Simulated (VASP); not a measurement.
# Ta (Im-3m) in VASP: notebook

The runs below take Ta through single point, with PBE.

All numbers are computed with VASP 6.6.1; they aren't measurements. Logs are shortened: lines on timing, memory, paths and dates and some standing lists are left out, and cuts for length are marked.

## 1. The cell of the first run

It takes space group Im-3m (No. 229, cubic). Conventional cell: a = 3.269 Å, b = 3.269 Å, c = 3.269 Å, α = 90.00°, β = 90.00°, γ = 90.00°. Ta (site symmetry m-3m) has 14 Ta at 2.83 to 3.27 Å within 3.7 Å.

## 2. Single point, PBE (volume scaled by 0.97)

The input, INCAR:

```
PREC     = Accurate       # precision mode
ENCUT    = 520            # plane-wave cutoff, eV
EDIFF    = 1E-7           # SCF threshold, eV
ISMEAR   = -1             # smearing method
SIGMA    = 0.08           # smearing width, eV
LREAL    = False          # projectors in reciprocal space
LASPH    = True           # aspherical terms in the spheres
NELM     = 60             # most SCF steps
ALGO     = Normal         # electronic algorithm
ISIF     = 2              # what is computed and relaxed
LWAVE    = False          # write WAVECAR
LCHARG   = False          # write CHGCAR
GGA      = PE             # functional
NBANDS   = 12             # bands
```

The input, KPOINTS:

```
regular mesh
0
Gamma
  17 17 17
```

The input, POSCAR:

```
Ta
1.0
   -1.6345992636      1.6345992636      1.6345992636
    1.6345992636     -1.6345992636      1.6345992636
    1.6345992636      1.6345992636     -1.6345992636
Ta
1
Direct
    0.0000000000      0.0000000000      0.0000000000
```

Potentials or basis: VASP PAW PBE potentials, release 64 (Ta_pv).

Run with:

```bash
$ cat potpaw_PBE.64/Ta_pv/POTCAR > POTCAR
$ mpirun -np 1 vasp_std > vasp.out
```

OUTCAR:

```text
PREC = Accurate
   ENCUT = 520
   EDIFF = 1E-7
   ISMEAR = -1
   LREAL = False
   LASPH = True
   NELM = 60
   ISIF = 2
   GGA = PE

 ion  position               nearest neighbor table
   1  0.000  0.000  0.000-

  LATTYP: Found a body centered cubic cell.
 ALAT       =     3.2691985272

  Lattice vectors:

 A1 = (  -1.6345992636,   1.6345992636,   1.6345992636)
 A2 = (   1.6345992636,  -1.6345992636,   1.6345992636)
 A3 = (   1.6345992636,   1.6345992636,  -1.6345992636)

Analysis of symmetry for initial positions (statically):
=====================================================================
 Subroutine PRICEL returns:
 Original cell was already a primitive cell.

 Routine SETGRP: Setting up the symmetry group for a
 body centered cubic supercell.

 Subroutine GETGRP returns: Found 48 space group operations
[... 9 lines left out ...]

 Routine SETGRP: Setting up the symmetry group for a
 body centered cubic supercell.

 Subroutine GETGRP returns: Found 48 space group operations
[... 11 lines left out ...]
                                     Primitive cell

  volume of cell :      17.4700

  direct lattice vectors                    reciprocal lattice vectors
    -1.634599264  1.634599264  1.634599264     0.000000000  0.305885370  0.305885370
     1.634599264 -1.634599264  1.634599264     0.305885370  0.000000000  0.305885370
     1.634599264  1.634599264 -1.634599264     0.305885370  0.305885370  0.000000000

  length of vectors
     2.831208975  2.831208975  2.831208975     0.432587238  0.432587238  0.432587238

  position of ions in fractional coordinates (direct lattice)
     0.000000000  0.000000000  0.000000000

  ion indices of the primitive-cell ions
   primitive index   ion index
                 1           1

----------------------------------------------------------------------------------------

 KPOINTS: regular mesh

Automatic generation of k-mesh.
 Grid dimensions read from file:
 generate k-points for:   17   17   17

 Generating k-lattice:

  Cartesian coordinates                     Fractional coordinates (reciprocal lattice)
     0.000000000  0.017993257  0.017993257     0.058823529  0.000000000  0.000000000
     0.017993257  0.000000000  0.017993257     0.000000000  0.058823529  0.000000000
     0.017993257  0.017993257  0.000000000     0.000000000  0.000000000  0.058823529

[... 52 lines left out ...]
   LSORBIT =      F    spin-orbit coupling
   LASPH  =      T    aspherical Exc in radial PAW
   ENCUT  =  520.0 eV  38.22 Ry    6.18 a.u.   5.26  5.26  5.26*2*pi/ulx,y,z
   NELM   =     60;   NELMIN=  2; NELMDL= -5     # of ELM steps
   EDIFF  = 0.1E-06   stopping-criterion for ELM
   LREAL  =      F    real-space projection
   EDIFFG = 0.1E-05   stopping-criterion for IOM
   NSW    =      0    number of steps for IOM
   IBRION =     -1    ionic relax: 0-MD 1-quasi-New 2-CG
   NFREE  =      0    steps in history (QN), initial steepest desc. (CG)
   ISIF   =      2    stress and relaxation
   ISYM   =      2    0-nonsym 1-usesym 2-fastsym
   POTIM  = 0.5000    time-step for ionic-motion
   TEBEG  =    0.0;   TEEND  =   0.0 temperature during run
   PSTRESS=    0.0 pullay stress
   NELECT =      11.0000    total number of electrons
   NUPDOWN=      -1.0000    fix difference up-down
   EMIN   =  10.00;   EMAX   =-10.00  energy-range for DOS
   EFERMI =   0.00;   METHOD = LEGACY
   ISMEAR =    -1;   SIGMA  =   0.08  broadening in eV -4-tet -1-fermi 0-gaus
   EFERMI_NEDOS =   21; number of points for ismear=-14 and -15
   IALGO  =     38    algorithm
   IMIX   =      4    mixing-type and parameters
     AMIX     =   0.40;   BMIX     =  1.00
     AMIX_MAG =   1.60;   BMIX_MAG =  1.00
  volume/ion in A,a.u.               =      17.47       117.89
  Fermi-wavevector in a.u.,A,eV,Ry     =   1.403162  2.651591 26.788009  1.968863
  Thomas-Fermi vector in A             =   2.525851
   LORBIT       =      0    0 simple, 1 ext, 2 COOP (PROOUT), +10 PAW based schemes
   GGA     = PE    functional components
   LHFCALC =     F    Hartree Fock is set to
   AEXX    =    0.0000 exact exchange contribution
   IVDW    =     0    specifies the selected vdW correction
   LEPSILON=     F    determine dielectric tensor
   LRPA    =     F    only Hartree local field effects (RPA)
 non-spin polarized calculation
  energy-cutoff  :      520.00
  volume of cell :       17.47
 maximum number of plane-waves:       479
 NGX is ok and might be reduce to    24
   NGX = 11   NGY = 11   NGZ = 11

 number of electron      11.0000001 magnetization

 Free energy of the ion-electron system (eV)
  ---------------------------------------------------
  ext. energy  EPLUGINS =         0.00000000
  ---------------------------------------------------
  free energy    TOTEN  =       -11.80210349 eV

  energy without entropy =      -11.77547885  energy(sigma->0) =      -11.78879117

 E-fermi :   5.7350     XC(G=0): -12.7749

 val. band max:        5.7192831088   @ k =   0.3529   0.1765   0.1176
 cond. band min:       5.7386378414   @ k =   0.1765   0.0588   0.0000
 fundamental gap:      0.0193547326
 Fermi energy:         5.7350207732

 k-point     1 :       0.0000    0.0000    0.0000
  band No.  band energies     occupation
      1     -27.2114      2.00000
      2     -27.2114      2.00000
      3     -27.2114      2.00000
      4      -2.2961      2.00000
      5       6.4713      0.00020
      6       6.4713      0.00020
      7       6.4713      0.00020
      8       9.8539      0.00000
      9       9.8539      0.00000
     10      20.5405      0.00000
     11      20.8917      0.00000
     12      20.8917      0.00000
[... 331 lines left out ...]
 k-point    24 :       0.1765    0.1765    0.0000
  band No.  band energies     occupation
      1     -28.0512      2.00000
      2     -27.4895      2.00000
      3     -27.2984      2.00000
      4       1.0470      2.00000
      5       4.8194      1.99998
      6       5.1093      1.99920
      7       8.8522      0.00000
      8      10.5886      0.00000
      9      10.7537      0.00000
     10      20.5014      0.00000
     11      20.7652      0.00000
     12      22.8469      0.00000

 [... further k-points ...]
[... 5 lines left out ...]
  --------------------------------------------------------------------------------------
  -------------------------------------------------------------------------------------
  Total        1.0907199      1.0907199      1.0907199      0.0000000     -0.0000000     -0.0000000
  in kB      100.0299209    100.0299209    100.0299209      0.0000000     -0.0000000     -0.0000000
  external PRESSURE =     100.0299209 kB  Pullay stress =       0.0000000 kB

 VOLUME and BASIS-vectors are now :
 -----------------------------------------------------------------------------
  energy-cutoff  :      520.00
  volume of cell :       17.47
      direct lattice vectors                 reciprocal lattice vectors
    -1.634599264  1.634599264  1.634599264     0.000000000  0.305885370  0.305885370
     1.634599264 -1.634599264  1.634599264     0.305885370  0.000000000  0.305885370
     1.634599264  1.634599264 -1.634599264     0.305885370  0.305885370  0.000000000

 POSITION                                       TOTAL-FORCE (eV/Angst)
 -----------------------------------------------------------------------------------
      0.00000      0.00000      0.00000         0.000000      0.000000     -0.000000
 -----------------------------------------------------------------------------------
    total drift:                               -0.000000      0.000000      0.000000

  FREE ENERGIE OF THE ION-ELECTRON SYSTEM (eV)
  ---------------------------------------------------
  free  energy   TOTEN  =       -11.8021034942 eV

  energy  without entropy=      -11.7754788548  energy(sigma->0) =      -11.78879117
```

OSZICAR:

```text
N       E                     dE             d eps       ncg     rms          rms(c)
DAV:   1     0.617441253702E+02    0.61744E+02   -0.61703E+03  3976   0.882E+02
DAV:   2    -0.112413971841E+02   -0.72986E+02   -0.71095E+02  4380   0.248E+02
DAV:   3    -0.122367131504E+02   -0.99532E+00   -0.98954E+00  4684   0.275E+01
DAV:   4    -0.122391618589E+02   -0.24487E-02   -0.24485E-02  4412   0.152E+00
DAV:   5    -0.122391695715E+02   -0.77126E-05   -0.77121E-05  4668   0.806E-02    0.143E+01
DAV:   6    -0.119066354941E+02    0.33253E+00   -0.26402E-01  4656   0.557E+00    0.706E+00
DAV:   7    -0.118030284411E+02    0.10361E+00   -0.24886E-01  4556   0.504E+00    0.385E-01
DAV:   8    -0.118021413012E+02    0.88714E-03   -0.75802E-03  4212   0.729E-01    0.129E-01
DAV:   9    -0.118021101074E+02    0.31194E-04   -0.11857E-04  4624   0.122E-01    0.276E-02
DAV:  10    -0.118021037700E+02    0.63374E-05   -0.31394E-06  4416   0.200E-02    0.286E-03
DAV:  11    -0.118021035916E+02    0.17839E-06   -0.96186E-08  3080   0.346E-03    0.568E-04
DAV:  12    -0.118021034942E+02    0.97416E-07   -0.78910E-09  2232   0.105E-03
   1 F= -.11802103E+02 E0= -.11788791E+02  d E =-.266246E-01
```

stdout:

```text
POSCAR found type information on POSCAR Ta
 POSCAR found :  1 types and       1 ions
 scaLAPACK will be used
 LDA part: xc-table for (Slater+PW92), standard interpolation
 POSCAR, INCAR and KPOINTS ok, starting setup
 FFT: planning ... GRIDC
 FFT: planning ... GRID_SOFT
 FFT: planning ... GRID
 WAVECAR not read
 entering main loop
```

Run time: 67 s. Hardware: 1 thread of AMD EPYC 7R13, shared host; peak memory 0.13 GiB.

Results:

- Free energy: -11.8021 eV
- Pressure: 10.0 GPa

Caveat: spin-orbit coupling is left out, which moves the levels of the heavy elements.

## 3. Single point, PBE (volume scaled by 0.96)

The input, INCAR:

```
PREC = Accurate
ENCUT = 520
EDIFF = 1E-6
ISMEAR = -1
SIGMA = 0.08
LREAL = F
LASPH = T
NELM = 100
ALGO = Normal
ISIF = 2
LWAVE = F
LCHARG = F
GGA = PE
NBANDS = 12
```

KPOINTS is that of step 2.

The input, POSCAR:

```
Ta
1.0
   -1.6289626696      1.6289626696      1.6289626696
    1.6289626696     -1.6289626696      1.6289626696
    1.6289626696      1.6289626696     -1.6289626696
Ta
1
Direct
    0.0000000000      0.0000000000      0.0000000000
```

Potentials or basis: VASP PAW PBE potentials, release 64 (Ta_pv).

Run with:

```bash
$ cat potpaw_PBE.64/Ta_pv/POTCAR > POTCAR
$ mpirun -np 1 vasp_std > vasp.out
```

It took 65 s on 1 thread of AMD EPYC 7R13, shared host; peak memory 0.13 GiB.

It converged, with:

```
Free energy : -11.7894 eV
Pressure    : 12.5 GPa
```

Levels at points of the mesh, in eV from the Fermi level:
| k point | band 3 | band 4 | band 5 | band 6 | band 7 | band 8 | band 9 | band 10 |
| --- | --- | --- | --- | --- | --- | --- | --- | --- |
| (0.00, 0.00, 0.00) | -32.90 | -8.07 | 0.74 | 0.74 | 0.74 | 4.16 | 4.16 | 14.84 |

Caveat: spin-orbit coupling is left out, which moves the levels of the heavy elements.

(Continued in part 2 of 3.)
